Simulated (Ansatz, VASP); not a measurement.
## Sc5Al in VASP and in Ansatz

File INCAR:

```
SYSTEM = Sc5Al
ALGO = Normal
EDIFF = 1E-7
ENCUT = 520
GGA = PE
ISIF = 2
ISMEAR = 0
ISPIN = 2
LASPH = .TRUE.
LCHARG = .TRUE.
LELF = .TRUE.
LMAXMIX = 4
LORBIT = 11
LREAL = .FALSE.
LVHAR = .TRUE.
LWAVE = .FALSE.
MAGMOM = 1 1 1 1 1 0
NBANDS = 42
NELM = 150
PREC = Accurate
SIGMA = 0.1
```

File KPOINTS:

```
k-points
0
G
  6 6 4
  0 0 0
```

POSCAR

```
Sc5Al
1.0
    5.5671205460      0.0000000000      0.0000000000
   -2.7835602730      4.8212678187      0.0000000000
    0.0000000000      0.0000000000      5.0852613305
Sc Al
5 1
Direct
    0.0000000000      0.6854959616      0.0000000000
    0.6854959616      0.0000000000      0.0000000000
    0.3145040384      0.3145040384      0.0000000000
    0.3333333333      0.6666666667      0.5000000000
    0.6666666667      0.3333333333      0.5000000000
    0.0000000000      0.0000000000      0.5000000000
```

Input for Ansatz:

```yaml
crystal:
  lattice:
    - [5.567120546, 0.0, 0.0]
    - [-2.783560273, 4.8212678187, 0.0]
    - [0.0, 0.0, 5.0852613305]
  atoms:
    - { symbol: Sc, position: [0.0, 0.6854959616, 0.0], spin: 1.0 }
    - { symbol: Sc, position: [0.6854959616, 0.0, 0.0], spin: 1.0 }
    - { symbol: Sc, position: [0.3145040384, 0.3145040384, 0.0], spin: 1.0 }
    - { symbol: Sc, position: [0.3333333333, 0.6666666667, 0.5], spin: 1.0 }
    - { symbol: Sc, position: [0.6666666667, 0.3333333333, 0.5], spin: 1.0 }
    - { symbol: Al, position: [0.0, 0.0, 0.5] }
basis:
  ecutwfc: 420
kpoints:
  mp_grid: { grid: [6, 6, 4] }
hamiltonian:
  xc: pbe
scf:
  occupations: { method: gaussian, width: 0.1 }
  lower_state_search: "off"
output:
  forces: true
  stress: true
  eigenvalues: true
  populations: true
magnetization:
  spin_polarized: true
```

Alike in both runs: task single point; functional PBE; k mesh 6 × 6 × 4; occupations gaussian, width 0.1 eV; collinear spin.

|  | VASP | Ansatz |
| --- | --- | --- |
| version | VASP 6.6.1 | Ansatz 0.2.0 |
| potentials or method | VASP PAW PBE potentials, release 64 (Sc_sv, Al), cutoff 520 eV | scalar-relativistic, plane waves, PAW |
| valence electrons in the cell | 58 | 58 |

```tsv
	VASP	Ansatz	Ansatz less VASP
gap on the k mesh at the Fermi level (eV)	none	none	-
pressure (GPa)	0.3	0.2	-0.04
traceless stress, the component that is largest in VASP (GPa)	-0.21	-0.21	+0.002
rms of the force components (eV/Å)	0.012	0.011	-0.0011
net moment per atom (μB)	0.03	0.03	0.000
```

Atom by atom the forces differ by 0.001 eV/Å (rms over components). A gap of «none» marks a metal or a gap that the smearing closes. Ansatz's warnings: seeded moment not kept.
